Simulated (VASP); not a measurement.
Write the native input for VASP 6.6.1 that does the following.

```
Task                   : single point
Functional             : r2SCAN
Potentials or basis    : VASP PAW PBE potentials, release 64 (B)
Cutoff                 : 520 eV
k mesh                 : 13 × 13 × 13
Occupations            : fermi-dirac, width 0.1 eV
Spin                   : no spin polarisation
Dipole correction      : no
Further INCAR settings : ALGO = Normal; EDIFF = 1e-06; NBANDS = 10
```

Crystal: B.

```
B
1.0
     0.00000    2.02718    2.02718
     2.02718    0.00000    2.02718
     2.02718    2.02718    0.00000
B
2
Direct
  0.12500 0.12500 0.12500
  0.87500 0.87500 0.87500
```

The input as run:

POSCAR

```
B
1.0
    0.0000000000      2.0271810078      2.0271810078
    2.0271810078      0.0000000000      2.0271810078
    2.0271810078      2.0271810078      0.0000000000
B
2
Direct
    0.1250000000      0.1250000000      0.1250000000
    0.8750000000      0.8750000000      0.8750000000
```

INCAR.step1

```
SYSTEM = B
  PREC = Accurate
  ENCUT = 520
  ISMEAR = -1
  SIGMA = 0.1
  LREAL = .False.
  LASPH = .True.
  NELM = 80
  NBANDS = 10
  GGA = PE
  ALGO = Normal
  EDIFF = 1E-4
  LWAVE = .True.
  LCHARG = .False.
```

INCAR.step2

```
SYSTEM = B
  PREC = Accurate
  ENCUT = 520
  EDIFF = 1E-6
  ISMEAR = -1
  SIGMA = 0.1
  LREAL = .False.
  LASPH = .True.
  NELM = 80
  ALGO = Normal
  ISIF = 2
  LWAVE = .False.
  LCHARG = .True.
  METAGGA = R2SCAN
  LMIXTAU = .True.
  LELF = .True.
  LVHAR = .True.
  NBANDS = 10
  ISTART = 1
```

KPOINTS

```
regular mesh
0
Gamma
  13 13 13
  0 0 0
```

Potentials or basis: VASP PAW PBE potentials, release 64 (B).

The run is started by

```bash
$ cat potpaw_PBE.64/B/POTCAR > POTCAR
$ cp INCAR.step1 INCAR
$ mpirun -np 1 vasp_std > vasp.out
$ cp INCAR.step2 INCAR
$ mpirun -np 1 vasp_std > vasp.out
```

Results of the run:

- Pressure: 0.0 GPa
- Band gap on the k mesh: zero (band 3 reaches 8.05 eV, above the bottom of band 4 at 1.02 eV)

Caveat: the PAW data sets were made with another functional, which shifts forces and pressure a little.

Wall time 26 s on 1 thread of Intel(R) Xeon(R) 6975P-C (Granite Rapids) (shared host), peak memory 0.14 GiB.
